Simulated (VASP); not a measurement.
Set up this calculation in VASP 6.6.1, as the native input.

* Task: single point
* Functional: PBEsol
* Potentials or basis: VASP PAW PBE potentials, release 64 (Si, C)
* Cutoff: 520 eV
* k mesh: 8 × 8 × 6
* Occupations: gaussian, width 0.01 eV
* Spin: no spin polarisation
* Dipole correction: no
* Further INCAR settings: ALGO = Normal; EDIFF = 1e-06; NBANDS = 16

The structure of SiC lies in POSCAR:

```
SiC
1.0
    3.0142565176      0.0000000000      0.0000000000
   -1.5071282588      2.6104227178      0.0000000000
    0.0000000000      0.0000000000      5.1081016810
Si C
2 2
Direct
    0.3333333333      0.6666666667      0.0045931152
    0.6666666667      0.3333333333      0.5045931152
    0.3333333333      0.6666666667      0.3804068848
    0.6666666667      0.3333333333      0.8804068848
```

This cell differs from its parent crystal: in-plane strain -0.02.

One way to write it, as run:

INCAR

```
SYSTEM = SiC
PREC = Accurate
ENCUT = 520
EDIFF = 1E-6
ISMEAR = 0
SIGMA = 0.01
LREAL = .FALSE.
LASPH = .TRUE.
NELM = 100
ALGO = Normal
ISIF = 2
LWAVE = .FALSE.
LCHARG = .FALSE.
GGA = PS
NBANDS = 16
```

KPOINTS

```
Automatic mesh
0
G
  8 8 6
  0 0 0
```

Potentials or basis: VASP PAW PBE potentials, release 64 (Si, C).

The run is started by

```sh
$ cat potpaw_PBE.64/Si/POTCAR potpaw_PBE.64/C/POTCAR > POTCAR
$ mpirun -np 1 vasp_std > vasp.out
```

Results of the run:

```yaml
Pressure: 7.6 GPa
Largest_force: 0.338 eV/Å
Band_gap_on_the_k_mesh: 2.21 eV, indirect (least direct gap 4.20 eV)
```

Caveat: the cell differs from its parent crystal (in-plane strain -0.02); the PAW data sets were made with another functional, which shifts forces and pressure a little.

Wall time 14 s on 1 thread of Intel Xeon 6975P-C (shared host), peak memory 0.16 GiB.
